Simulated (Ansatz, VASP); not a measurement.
Two plane-wave programs on Ru

INCAR

```
SYSTEM = Ru
ALGO = Normal
EDIFF = 1E-6
ENCUT = 520
GGA = PE
ISIF = 2
ISMEAR = 0
LASPH = .TRUE.
LCHARG = .FALSE.
LREAL = .FALSE.
LWAVE = .FALSE.
NBANDS = 13
NELM = 80
PREC = Accurate
SIGMA = 0.1
```

Contents of KPOINTS:

```
k-points
0
G
  18 18 18
  0 0 0
```

Contents of POSCAR:

```
Ru
1.0
    0.0000000000      1.8737700500      1.8737700500
    1.8737700500      0.0000000000      1.8737700500
    1.8737700500      1.8737700500      0.0000000000
Ru
1
Direct
    0.0000000000      0.0000000000      0.0000000000
```

Input for Ansatz:

```yaml
crystal:
  lattice:
    - [0.0, 1.87377005, 1.87377005]
    - [1.87377005, 0.0, 1.87377005]
    - [1.87377005, 1.87377005, 0.0]
  atoms:
    - { symbol: Ru, position: [0.0, 0.0, 0.0] }
basis:
  ecutwfc: 420
kpoints:
  mp_grid: { grid: [18, 18, 18] }
hamiltonian:
  xc: pbe
scf:
  occupations: { method: gaussian, width: 0.1 }
output:
  forces: true
  stress: true
  eigenvalues: true
  populations: true
```

Alike in both runs: task single point; functional PBE; k mesh 18 × 18 × 18; occupations gaussian, width 0.1 eV; no spin polarisation.

```csv
,VASP,Ansatz
version,VASP 6.6.1,Ansatz 0.2.0
potentials or method,"VASP PAW PBE potentials, release 64 (Ru_pv), cutoff 520 eV","scalar-relativistic, plane waves, PAW"
valence electrons in the cell,14,16
```

Ansatz gave:

- gap on the k mesh at the Fermi level (eV): none
- pressure (GPa): 17.2

Problem. Which values does VASP return?

Solution. gap on the k mesh at the Fermi level (eV): none; pressure (GPa): 17.1.

A gap of «none» marks a metal or a gap that the smearing closes. VASP's potentials hold 14 valence electrons a cell and Ansatz's 16, so a difference there can come from the potentials and not from the codes.
